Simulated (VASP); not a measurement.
# ZrGa3As4 (Pm-3m) in VASP: further runs, part 2 of 2

VASP 6.6.1. Earlier steps stand in the parts before.

**4. Single point, PBE**

This run uses another cell than the first one, of 20.47 Å³/atom.

Contents of INCAR:

```
PREC = Accurate ; ENCUT = 520
EDIFF = 1E-6 ; ISMEAR = 0
SIGMA = 0.1 ; LREAL = F
LASPH = T ; NELM = 80
ALGO = Normal ; ISIF = 2
LWAVE = F ; LCHARG = T
GGA = PE ; LELF = T
LVHAR = T ; NBANDS = 46
```

Contents of KPOINTS:

```
Automatic mesh
0
Gamma
  8 8 8
```

Contents of POSCAR:

```
ZrGa3As4
1.0
    5.4708003865      0.0000000000      0.0000000000
    0.0000000000      5.4708003865      0.0000000000
    0.0000000000      0.0000000000      5.4708003865
Zr Ga As
1 3 4
Direct
    0.5000000000      0.5000000000      0.5000000000
    0.5000000000      0.0000000000      0.0000000000
    0.0000000000      0.5000000000      0.0000000000
    0.0000000000      0.0000000000      0.5000000000
    0.0000000000      0.5000000000      0.5000000000
    0.5000000000      0.0000000000      0.5000000000
    0.5000000000      0.5000000000      0.0000000000
    0.0000000000      0.0000000000      0.0000000000
```

Started as:

```
> cat potpaw_PBE.64/Zr_sv/POTCAR potpaw_PBE.64/Ga_d/POTCAR potpaw_PBE.64/As/POTCAR > POTCAR
> mpirun -np 1 vasp_std > vasp.out
```

Run time: 2.2 min. Hardware: 1 thread of Intel Xeon 6975P-C (Granite Rapids), shared host; peak memory 0.39 GiB.

Results (log left out):

| Item | Value |
| --- | --- |
| Free energy | -37.8371 eV |
| Pressure | 0.2 GPa |
| Band gap on the k mesh | zero (an odd number of electrons rules out a gap without spin polarisation) |

Levels at points of the mesh, in eV from the Fermi level:
```csv
k point,band 32,band 33,band 34,band 35,band 36,band 37,band 38,band 39
"(0.00, 0.00, 0.00)",-1.65,-1.65,-1.65,-1.45,0.09,0.09,0.09,0.35
"(0.50, 0.00, 0.00)",-1.66,-1.66,-0.62,-0.62,0.18,0.74,1.10,1.88
"(0.50, 0.50, 0.00)",-1.66,-0.10,0.04,0.04,0.33,1.86,1.86,1.99
"(0.50, 0.50, 0.50)",-0.49,0.21,0.21,0.21,1.91,1.91,1.91,2.47
```

Caveat: an odd number of electrons without spin polarisation forces a metal; a magnetic or distorted state may lie lower.

**5. Relaxation of cell and atoms, PBE**

Contents of INCAR:

```
PREC     = Accurate       # precision mode
ENCUT    = 600            # plane-wave cutoff, eV
EDIFF    = 1E-7           # SCF threshold, eV
ISMEAR   = 0              # smearing method
SIGMA    = 0.1            # smearing width, eV
LREAL    = F              # projectors in reciprocal space
LASPH    = T              # aspherical terms in the spheres
NELM     = 80             # most SCF steps
ALGO     = Normal         # electronic algorithm
ISIF     = 3              # what is computed and relaxed
LWAVE    = F              # write WAVECAR
LCHARG   = F              # write CHGCAR
GGA      = PE             # functional
IBRION   = 2              # ionic algorithm
NSW      = 90             # ionic steps
EDIFFG   = -0.04          # ionic threshold
```

Contents of KPOINTS:

```
Automatic mesh
0
Gamma
  4 4 4
```

POSCAR: that of step 4 with these lines changed.

```diff
@@ -2,5 +2,5 @@
 1.0
-    5.4708003865      0.0000000000      0.0000000000
-    0.0000000000      5.4708003865      0.0000000000
-    0.0000000000      0.0000000000      5.4708003865
+    5.2275000000      0.0000000000      0.0000000000
+    0.0000000000      5.2275000000      0.0000000000
+    0.0000000000      0.0000000000      5.2275000000
 Zr Ga As
```

Started as:

```
> cat potpaw_PBE.64/Zr_sv/POTCAR potpaw_PBE.64/Ga_d/POTCAR potpaw_PBE.64/As/POTCAR > POTCAR
> mpirun -np 1 vasp_std > vasp.out
```

It took 2.5 min on 1 thread of Intel Xeon 6975P-C (Granite Rapids), shared host; peak memory 0.3 GiB.

The run converged. Its results:

```yaml
Free_energy: -37.8558 eV
Relaxed_volume: 20.51 Å³/atom
Relaxed_cell: a = 5.475 Å, b = 5.475 Å, c = 5.475 Å, α = 90.00°, β = 90.00°, γ = 90.00°
Space_group_after_relaxing_to_0.1_Å: Pm-3m (No. 221)
Energy_gained_by_relaxing: 107.4 meV/atom
Ionic_steps: 3
Pressure_after_relaxing: 0.0 GPa
Band_gap_on_the_k_mesh: zero (an odd number of electrons rules out a gap without spin polarisation)
```

Step by step:
```tsv
step	energy change (eV)	largest force (eV/Å)	pressure (GPa)	volume (Å³)
1	0.0000	0.0000	14.68	142.85
2	-0.5605	0.0000	-5.74	179.41
3	-0.8592	0.0000	-0.03	164.10
```

Final structure:
```cif
data_structure
_symmetry_space_group_name_H-M 'P 1'
_symmetry_Int_Tables_number 1
_cell_length_a 5.4749
_cell_length_b 5.4749
_cell_length_c 5.4749
_cell_angle_alpha 90.000
_cell_angle_beta 90.000
_cell_angle_gamma 90.000
_cell_volume 164.10
loop_
_atom_site_label
_atom_site_type_symbol
_atom_site_fract_x
_atom_site_fract_y
_atom_site_fract_z
_atom_site_occupancy
Zr1 Zr 0.50000 0.50000 0.50000 1
Ga1 Ga 0.50000 0.00000 0.00000 1
Ga2 Ga 0.00000 0.50000 0.00000 1
Ga3 Ga 0.00000 0.00000 0.50000 1
As1 As 0.00000 0.50000 0.50000 1
As2 As 0.50000 0.00000 0.50000 1
As3 As 0.50000 0.50000 0.00000 1
As4 As 0.00000 0.00000 0.00000 1
```

Levels at points of the mesh, in eV from the Fermi level:
```
           k point  band 33  band 34  band 35  band 36  band 37  band 38
(0.00, 0.00, 0.00)    -1.69    -1.69    -1.51     0.04     0.04     0.04
(0.50, 0.00, 0.00)    -1.70    -0.65    -0.65     0.13     0.69     1.05
(0.50, 0.50, 0.00)    -0.13     0.00     0.00     0.27     1.80     1.80
(0.50, 0.50, 0.50)     0.18     0.18     0.18     1.84     1.84     1.84
```

Caveat: an odd number of electrons without spin polarisation forces a metal; a magnetic or distorted state may lie lower.

**6. Single point, PBE, collinear spin**

This run uses another cell than the first one, of 20.49 Å³/atom.

Contents of INCAR:

```
SYSTEM = ZrGa3As4
PREC     = Accurate       ! precision mode
ENCUT    = 520            ! plane-wave cutoff, eV
EDIFF    = 1E-7           ! SCF threshold, eV
ISMEAR   = 0              ! smearing method
SIGMA    = 0.1            ! smearing width, eV
LREAL    = .FALSE.        ! projectors in reciprocal space
LASPH    = .TRUE.         ! aspherical terms in the spheres
NELM     = 150            ! most SCF steps
ALGO     = Normal         ! electronic algorithm
ISIF     = 2              ! what is computed and relaxed
LWAVE    = .FALSE.        ! write WAVECAR
LCHARG   = .FALSE.        ! write CHGCAR
ISPIN    = 2              ! spin polarisation
MAGMOM   = 1 0 0 0 0 0 0 0 ! initial moments
LORBIT   = 11             ! projections on sites
LMAXMIX  = 4              ! l up to which the mixer works
GGA      = PE             ! functional
NBANDS   = 50             ! bands
```

Contents of KPOINTS:

```
regular mesh
0
G
  4 4 4
  0 0 0
```

POSCAR: that of step 5 with these lines changed.

```diff
@@ -2,5 +2,5 @@
 1.0
-    5.2275000000      0.0000000000      0.0000000000
-    0.0000000000      5.2275000000      0.0000000000
-    0.0000000000      0.0000000000      5.2275000000
+    5.4725279055      0.0000000000      0.0000000000
+    0.0000000000      5.4725279055      0.0000000000
+    0.0000000000      0.0000000000      5.4725279055
 Zr Ga As
```

Potentials or basis: VASP PAW PBE potentials, release 64 (Zr_sv, Ga_d, As).

Started as:

```
> cat potpaw_PBE.64/Zr_sv/POTCAR potpaw_PBE.64/Ga_d/POTCAR potpaw_PBE.64/As/POTCAR > POTCAR
> mpirun -np 1 vasp_std > vasp.out
```

It took 1.8 min on 1 thread of Intel Xeon 6975P-C (Granite Rapids), shared host; peak memory 0.37 GiB.

Results (log left out):

* Free energy: -37.8597 eV
* Pressure: 0.1 GPa
* Net moment: 0.00 μB per cell
* Valence electrons inside the program's atomic spheres: Zr 9.67; Ga 11.48; As 2.81, 2.71 (each value once)

Levels at points of the mesh, in eV from the Fermi level:
Spin up:
```tsv
k point	band 32	band 33	band 34	band 35	band 36	band 37	band 38	band 39
(0.00, 0.00, 0.00)	-1.69	-1.69	-1.69	-1.50	0.04	0.04	0.04	0.31
(0.50, 0.00, 0.00)	-1.70	-1.70	-0.65	-0.65	0.13	0.70	1.05	1.82
(0.50, 0.50, 0.00)	-1.70	-0.13	0.00	0.00	0.27	1.80	1.80	1.95
(0.50, 0.50, 0.50)	-0.54	0.18	0.18	0.18	1.85	1.85	1.85	2.42
```
Spin down:
```csv
k point,band 32,band 33,band 34,band 35,band 36,band 37,band 38,band 39
"(0.00, 0.00, 0.00)",-1.69,-1.69,-1.69,-1.50,0.04,0.04,0.04,0.31
"(0.50, 0.00, 0.00)",-1.70,-1.70,-0.65,-0.65,0.13,0.70,1.05,1.82
"(0.50, 0.50, 0.00)",-1.70,-0.13,0.00,0.00,0.27,1.80,1.80,1.95
"(0.50, 0.50, 0.50)",-0.54,0.18,0.18,0.18,1.85,1.85,1.85,2.42
```

**7. Overview**

| task | spin | cell | k mesh | cutoff (eV) | gap on the mesh (eV) | pressure (GPa) |
| --- | --- | --- | --- | --- | --- | --- |
| single point | off | a = 5.228 Å, 8 atoms | 4 × 4 × 4 | 520 | none | 14.7 |
| single point | off | a = 5.473 Å, 8 atoms | 4 × 4 × 4 | 520 | none | 0.1 |
| single point | off | a = 5.471 Å, 8 atoms | 8 × 8 × 8 | 520 | none | 0.2 |
| relaxation of cell and atoms | off | relaxed from a = 5.228 Å, 8 atoms | 4 × 4 × 4 | 600 | none | 0.0 |
| single point | collinear | a = 5.473 Å, 8 atoms | 4 × 4 × 4 | 520 | none | 0.1 |

Alike in all rows: level PBE; potentials or basis VASP PAW PBE potentials, release 64 (Zr_sv, Ga_d, As); smearing gaussian 0.1 eV.

Caveats: an odd number of electrons without spin polarisation forces a metal (at least some runs); a magnetic or distorted state may lie lower (at least some runs); the cell stands under pressure (at least some runs).

Total energies depend on the potentials used, so only differences within one code and one set of settings carry meaning.
